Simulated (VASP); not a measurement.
# W (P6_3/mmc) in VASP: further runs

The runs below take W through relaxation of cell and atoms, single point, with LDA.

Program: VASP 6.6.1. These are calculated values, not measurements. Logs are shortened: lines on timing, memory, paths and dates and some standing lists are left out, and cuts for length are marked.

### Step 1. The cell of the first run

It takes space group P6_3/mmc (No. 194, hexagonal). The conventional cell has a = 2.819 Å, b = 2.819 Å, c = 4.604 Å, α = 90.00°, β = 90.00°, γ = 120.00°. W (site symmetry -6m2) has 12 W at 2.82 Å within 3.7 Å.

### Step 2. Relaxation of cell and atoms, LDA

INCAR reads:

```
PREC     = Accurate       # precision mode
ENCUT    = 600            # plane-wave cutoff, eV
EDIFF    = 1E-7           # SCF threshold, eV
ISMEAR   = -1             # smearing method
SIGMA    = 0.1            # smearing width, eV
LREAL    = False          # projectors in reciprocal space
LASPH    = True           # aspherical terms in the spheres
NELM     = 80             # most SCF steps
ALGO     = Normal         # electronic algorithm
ISIF     = 3              # what is computed and relaxed
LWAVE    = False          # write WAVECAR
LCHARG   = False          # write CHGCAR
IBRION   = 2              # ionic algorithm
NSW      = 80             # ionic steps
EDIFFG   = -0.01          # ionic threshold
```

KPOINTS reads:

```
regular mesh
0
Gamma
  13 13 7
```

POSCAR reads:

```
W
1.0
    2.8194054199      0.0000000000      0.0000000000
   -1.4097027100      2.4416767172      0.0000000000
    0.0000000000      0.0000000000      4.6040890507
W
2
Direct
    0.3333333333      0.6666666667      0.2500000000
    0.6666666667      0.3333333333      0.7500000000
```

Potentials or basis: VASP PAW LDA potentials, release 64 (W_sv).

Command:

```console
> cat potpaw_LDA.64/W_sv/POTCAR > POTCAR
> mpirun -np 1 vasp_std > vasp.out
```

OUTCAR:

```text
PREC = Accurate
   ENCUT = 600
   EDIFF = 1E-7
   ISMEAR = -1
   LREAL = False
   LASPH = True
   NELM = 80
   ISIF = 3
   IBRION = 2
   NSW = 80
   EDIFFG = -0.01

 ion  position               nearest neighbor table
   1  0.333  0.667  0.250-   2 2.82   2 2.82   2 2.82   2 2.82   2 2.82   2 2.82
   2  0.667  0.333  0.750-   1 2.82   1 2.82   1 2.82   1 2.82   1 2.82   1 2.82

  LATTYP: Found a hexagonal cell.
 ALAT       =     2.8194054199
 C/A-ratio  =     1.6330000000

  Lattice vectors:

 A1 = (   2.8194054199,   0.0000000000,   0.0000000000)
 A2 = (  -1.4097027100,   2.4416767172,   0.0000000000)
 A3 = (   0.0000000000,   0.0000000000,   4.6040890507)

Analysis of symmetry for initial positions (statically):
=====================================================================
 Subroutine PRICEL returns:
 Original cell was already a primitive cell.

 Routine SETGRP: Setting up the symmetry group for a
 hexagonal supercell.

 Subroutine GETGRP returns: Found 24 space group operations
 (whereof 12 operations were pure point group operations)
 out of a pool of 24 trial point group operations.

The static configuration has the point symmetry D_3d.
 The point group associated with its full space group is D_6h.

Analysis of symmetry for dynamics (positions and initial velocities):
=====================================================================
 Subroutine PRICEL returns:
 Original cell was already a primitive cell.

 Routine SETGRP: Setting up the symmetry group for a
 hexagonal supercell.

 Subroutine GETGRP returns: Found 24 space group operations
 (whereof 12 operations were pure point group operations)
 out of a pool of 24 trial point group operations.

The dynamic configuration has the point symmetry D_3d.
 The point group associated with its full space group is D_6h.

 Subroutine INISYM returns: Found 24 space group operations
 (whereof 12 operations are pure point group operations),
 and found     1 'primitive' translations

----------------------------------------------------------------------------------------

                                     Primitive cell

  volume of cell :      31.6949

  direct lattice vectors                    reciprocal lattice vectors
     2.819405420  0.000000000  0.000000000     0.354684712  0.204777314  0.000000000
[... 101 lines left out ...]
   ISMEAR =    -1;   SIGMA  =   0.10  broadening in eV -4-tet -1-fermi 0-gaus
   EFERMI_NEDOS =   21; number of points for ismear=-14 and -15
   IALGO  =     38    algorithm
   IMIX   =      4    mixing-type and parameters
     AMIX     =   0.40;   BMIX     =  1.00
     AMIX_MAG =   1.60;   BMIX_MAG =  1.00
  volume/ion in A,a.u.               =      15.85       106.94
  Fermi-wavevector in a.u.,A,eV,Ry     =   1.570837  2.968451 33.572756  2.467528
  Thomas-Fermi vector in A             =   2.672510
   LORBIT       =      0    0 simple, 1 ext, 2 COOP (PROOUT), +10 PAW based schemes
   GGA     = CA    functional components
   LHFCALC =     F    Hartree Fock is set to
   AEXX    =    0.0000 exact exchange contribution
   IVDW    =     0    specifies the selected vdW correction
   LEPSILON=     F    determine dielectric tensor
   LRPA    =     F    only Hartree local field effects (RPA)
 conjugate gradient relaxation of ions
 non-spin polarized calculation
  energy-cutoff  :      600.00
  volume of cell :       31.69
 maximum number of plane-waves:      1099
 NGX is ok and might be reduce to    24
   NGX = 11   NGY = 11   NGZ = 19

--------------------------------------- Ionic step        1  -------------------------------------------

 number of electron      28.0000004 magnetization

 Free energy of the ion-electron system (eV)
  ---------------------------------------------------
  ext. energy  EPLUGINS =         0.00000000
  ---------------------------------------------------
  free energy    TOTEN  =       -27.12609228 eV

  energy without entropy =      -27.03695627  energy(sigma->0) =      -27.08152427

------------------------ aborting loop because EDIFF is reached ----------------------------------------

  FORCE on cell =-STRESS in cart. coord.  units (eV):
  Direction    XX          YY          ZZ          XY          YZ          ZX
  --------------------------------------------------------------------------------------
  -------------------------------------------------------------------------------------
  Total       -1.2153887     -1.2153887      1.2220696      0.0000000      0.0000000      0.0000000
  in kB      -61.4379000    -61.4379000     61.7756197      0.0000000      0.0000000      0.0000000
  external PRESSURE =     -20.3667268 kB  Pullay stress =       0.0000000 kB
[... 89 lines left out ...]
  FREE ENERGIE OF THE ION-ELECTRON SYSTEM (eV)
  ---------------------------------------------------
  free  energy   TOTEN  =       -27.1877608513 eV

  energy  without entropy=      -27.1110174301  energy(sigma->0) =      -27.14938914

[... ionic steps 4 to 8 ...]

--------------------------------------- Ionic step        9  -------------------------------------------

 number of electron      27.9999998 magnetization

------------------------ aborting loop because EDIFF is reached ----------------------------------------
[... 67 lines left out ...]
--------------------------------------- Ionic step       11  -------------------------------------------

 number of electron      27.9999998 magnetization

 Free energy of the ion-electron system (eV)
  ---------------------------------------------------
  ext. energy  EPLUGINS =         0.00000000
  ---------------------------------------------------
  free energy    TOTEN  =       -27.22311824 eV

  energy without entropy =      -27.15448559  energy(sigma->0) =      -27.18880191

 E-fermi :  10.9464     XC(G=0): -13.8131

 val. band max:       10.9412642216   @ k =   0.4615   0.0769   0.4286
 cond. band min:      10.9606061951   @ k =   0.3846  -0.0000   0.1429
 fundamental gap:      0.0193419736
 Fermi energy:        10.9463634815

 k-point     1 :       0.0000    0.0000    0.0000
  band No.  band energies     occupation
      1     -62.3228      2.00000
      2     -62.2341      2.00000
      3     -27.3926      2.00000
      4     -26.3254      2.00000
      5     -26.1519      2.00000
      6     -26.1519      2.00000
[... 481 lines left out ...]
      5     -26.4190      2.00000
      6     -26.3031      2.00000
[... 10 lines left out ...]
     17      12.2405      0.00000
     18      12.5834      0.00000

 [... further k-points ...]
[... 5 lines left out ...]
  --------------------------------------------------------------------------------------
  -------------------------------------------------------------------------------------
  Total        0.0121195      0.0121195      0.0076635     -0.0000000     -0.0000000      0.0000000
  in kB        0.6126949      0.6126949      0.3874219     -0.0000000     -0.0000000      0.0000000
  external PRESSURE =       0.5376039 kB  Pullay stress =       0.0000000 kB
[... 17 lines left out ...]
  FREE ENERGIE OF THE ION-ELECTRON SYSTEM (eV)
  ---------------------------------------------------
  free  energy   TOTEN  =       -27.2231182372 eV

  energy  without entropy=      -27.1544855896  energy(sigma->0) =      -27.18880191

 reached required accuracy - stopping structural energy minimisation
```

OSZICAR:

```text
N       E                     dE             d eps       ncg     rms          rms(c)
DAV:   1     0.299287120812E+03    0.29929E+03   -0.19243E+04  3024   0.201E+03
DAV:   2    -0.190417933709E+02   -0.31833E+03   -0.31457E+03  3330   0.543E+02
[... 92 lines left out ...]
  10 F= -.27223115E+02 E0= -.27188821E+02  d E =-.143997E-04
       N       E                     dE             d eps       ncg     rms          rms(c)
DAV:   1    -0.272231375849E+02   -0.22195E-04   -0.54470E-04  3036   0.299E-01    0.535E-02
DAV:   2    -0.272231215399E+02    0.16045E-04   -0.31899E-05  3072   0.624E-02    0.145E-02
DAV:   3    -0.272231181451E+02    0.33947E-05   -0.11074E-05  3332   0.336E-02    0.944E-03
DAV:   4    -0.272231182372E+02   -0.92036E-07   -0.36513E-07  2518   0.664E-03
  11 F= -.27223118E+02 E0= -.27188802E+02  d E =-.284277E-05
```

Run time: 3.4 min. Hardware: 1 thread of Intel Xeon Platinum 8259CL at 2.50GHz (Skylake/Cascade Lake), shared host; peak memory 0.19 GiB.

What came out:

```yaml
Free_energy: -27.2231 eV
Energy_gained_by_relaxing: 48.5 meV/atom
Ionic_steps: 11
Pressure_after_relaxing: 0.1 GPa
Band_gap_on_the_k_mesh: zero (band 14 reaches 12.14 eV, above the bottom of band 15 at 10.47 eV)
```

Step by step:
```
step  energy change (eV)  largest force (eV/Å)  pressure (GPa)  volume (Å³)
   1              0.0000                0.0000           -2.04        31.69
   2             -0.0613                0.0000            9.21        30.74
   3             -0.0617                0.0000            8.62        30.79
   4             -0.0848                0.0000            6.38        31.07
   5             -0.0868                0.0000            5.52        31.18
   6             -0.0964                0.0000            1.44        31.55
   7             -0.0970                0.0000            0.06        31.68
   8             -0.0970                0.0000            0.16        31.67
   9             -0.0970                0.0000            0.14        31.68
  10             -0.0970                0.0000            0.08        31.68
  11             -0.0970                0.0000            0.05        31.69
```

Final structure:
```
CELL_PARAMETERS angstrom
2.74274 0.00000 0.00000
-1.37137 2.37528 0.00000
0.00000 0.00000 4.86465
ATOMIC_POSITIONS crystal
W 0.33333 0.66667 0.25000
W 0.66667 0.33333 0.75000
```

Caveat: spin-orbit coupling is left out, which moves the levels of the heavy elements.

### Step 3. Single point, LDA

This run uses another cell than the first one, of 15.75 Å³/atom, 0.994 times its volume.

INCAR reads:

```
SYSTEM = W
PREC = Accurate
ENCUT = 520
EDIFF = 1E-6
ISMEAR = -1
SIGMA = 0.1
LREAL = .FALSE.
LASPH = .TRUE.
NELM = 100
ALGO = Normal
ISIF = 2
LWAVE = .FALSE.
LCHARG = .FALSE.
NBANDS = 21
```

KPOINTS reads:

```
Automatic mesh
0
G
  22 22 11
  0 0 0
```

POSCAR reads:

```
W
1.0
    2.7368407205      0.0000000000      0.0000000000
   -1.3684203603      2.3701735900      0.0000000000
    0.0000000000      0.0000000000      4.8570644314
W
2
Direct
    0.3333333333      0.6666666667      0.2500000000
    0.6666666667      0.3333333333      0.7500000000
```

Potentials or basis: VASP PAW LDA potentials, release 64 (W_sv).

Command:

```console
> cat potpaw_LDA.64/W_sv/POTCAR > POTCAR
> mpirun -np 1 vasp_std > vasp.out
```

Wall time 1.7 min (1 thread of Intel Xeon Platinum 8259CL at 2.50GHz (Skylake/Cascade Lake), shared host); peak memory 0.26 GiB.

Results (log left out):

| Item | Value |
| --- | --- |
| Free energy | -27.2230 eV |
| Pressure | 1.7 GPa |
| Band gap on the k mesh | zero (band 14 reaches 12.41 eV, above the bottom of band 15 at 10.55 eV) |

Stress tensor (GPa, compression positive):
```
1.96 0.00 0.00
0.00 1.96 0.00
0.00 0.00 1.12
```

Levels at points of the mesh, in eV from the Fermi level:
```csv
k point,band 11,band 12,band 13,band 14,band 15,band 16,band 17,band 18
"(0.00, 0.00, 0.00)",-1.78,-0.52,-0.52,-0.01,0.10,0.10,2.02,2.02
"(0.50, 0.00, 0.00)",-4.69,-1.32,-0.78,-0.35,-0.28,4.92,5.95,6.29
```

Caveat: spin-orbit coupling is left out, which moves the levels of the heavy elements.

### Step 4. Single point, LDA, non-collinear spin, zero start, spin-orbit coupling

This run uses another cell than the first one, of 15.75 Å³/atom, 0.994 times its volume.

INCAR reads:

```
ALGO = Normal ; EDIFF = 1E-6
ENCUT = 520 ; GGA_COMPAT = False
ISIF = 2 ; ISMEAR = -1
LASPH = True ; LCHARG = False
LMAXMIX = 4 ; LORBIT = 11
LORBMOM = True ; LREAL = False
LSORBIT = True ; LWAVE = False
MAGMOM = 0 0 0 0 0 0 ; NBANDS = 40
NELM = 150 ; PREC = Accurate
SIGMA = 0.1
```

KPOINTS reads:

```
k-points
0
Gamma
  13 13 7
```

POSCAR is that of step 3.

Command:

```console
> cat potpaw_LDA.64/W_sv/POTCAR > POTCAR
> mpirun -np 1 vasp_ncl > vasp.out
```

Run time: 93 s. Hardware: 1 thread of Oxide Virtual Turin-like, shared host; peak memory 0.23 GiB.

Results (log left out):

```
Free energy                                           : -28.9573 eV
Pressure                                              : 2.7 GPa
Net moment                                            : 0.00 μB per cell
Valence electrons inside the program's atomic spheres : W 12.18
```

Stress tensor (GPa, compression positive):
```
3.47 0.00 0.00
0.00 3.47 0.00
0.00 0.00 1.06
```

Moments on the atoms (μB; x, y, z):
```
W   0.00 0.00 0.00
W   0.00 0.00 0.00
```

### Step 5. Overview

```tsv
task	spin	cell	k mesh	cutoff (eV)	gap on the mesh (eV)	pressure (GPa)
relaxation of cell and atoms	off	relaxed from a = 2.819, b = 2.819, c = 4.604 Å, angles 90.0, 90.0, 120.0°, 2 atoms	13 × 13 × 7	600	none	0.1
single point	off	a = 2.737, b = 2.737, c = 4.857 Å, angles 90.0, 90.0, 120.0°, 2 atoms	22 × 22 × 11	520	none	1.7
single point	non-collinear, zero start, SOC	a = 2.737, b = 2.737, c = 4.857 Å, angles 90.0, 90.0, 120.0°, 2 atoms	13 × 13 × 7	520	-	2.7
```

Alike in all rows: level LDA; potentials or basis VASP PAW LDA potentials, release 64 (W_sv); smearing fermi-dirac 0.1 eV.

Caveats: spin-orbit coupling is left out, which moves the levels of the heavy elements (some runs).

Absolute energies hang on the potentials; compare differences alone.
